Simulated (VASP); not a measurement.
Wanted: the native input for a VASP 6.6.1 run.

```yaml
Task: single point
Functional: PBE
Potentials_or_basis: VASP PAW PBE potentials, release 64 (K_sv, Zr_sv, S)
Cutoff: 520 eV
k_mesh: 6 × 6 × 2
Occupations: gaussian, width 0.1 eV
Spin: no spin polarisation
Dipole_correction: no
Further_INCAR_settings: ALGO = Normal; EDIFF = 1e-07; NBANDS = 38
```

The structure of K3Zr2S lies in POSCAR:

```
K3Zr2S
1.0
    5.3129241498      0.0000000000      0.0000000000
   -2.6564620749      4.6011272821      0.0000000000
    0.0000000000      0.0000000000      8.5863866590
K Zr S
3 2 1
Direct
    0.3333333333      0.6666666667      0.3870521429
    0.6666666667      0.3333333333      0.6129478571
    0.0000000000      0.0000000000      0.0000000000
    0.3333333333      0.6666666667      0.9326780398
    0.6666666667      0.3333333333      0.0673219602
    0.0000000000      0.0000000000      0.5000000000
```

The cell was generated, and may not be a known phase.

These files were run (other wordings do the same):

INCAR

```
PREC = Accurate ; ENCUT = 520
EDIFF = 1E-7 ; ISMEAR = 0
SIGMA = 0.1 ; LREAL = False
LASPH = True ; NELM = 60
ALGO = Normal ; ISIF = 2
LWAVE = False ; LCHARG = False
GGA = PE ; NBANDS = 38
```

KPOINTS

```
regular mesh
0
Gamma
  6 6 2
```

Potentials or basis: VASP PAW PBE potentials, release 64 (K_sv, Zr_sv, S).

Command:

```bash
$ cat potpaw_PBE.64/K_sv/POTCAR potpaw_PBE.64/Zr_sv/POTCAR potpaw_PBE.64/S/POTCAR > POTCAR
$ mpirun -np 1 vasp_std > vasp.out
```

Results of the run:

```yaml
Pressure: 0.0 GPa
Largest_force: 0.004 eV/Å
Band_gap_on_the_k_mesh: zero (an odd number of electrons rules out a gap without spin polarisation)
```

Caveat: the k points lie up to 0.37 Å⁻¹ apart, too coarse for converged energies and pressures of a metal.

Run time: 59 s on 1 thread of Intel(R) Xeon(R) 6975P-C (Granite Rapids) (shared host), peak memory 0.36 GiB.
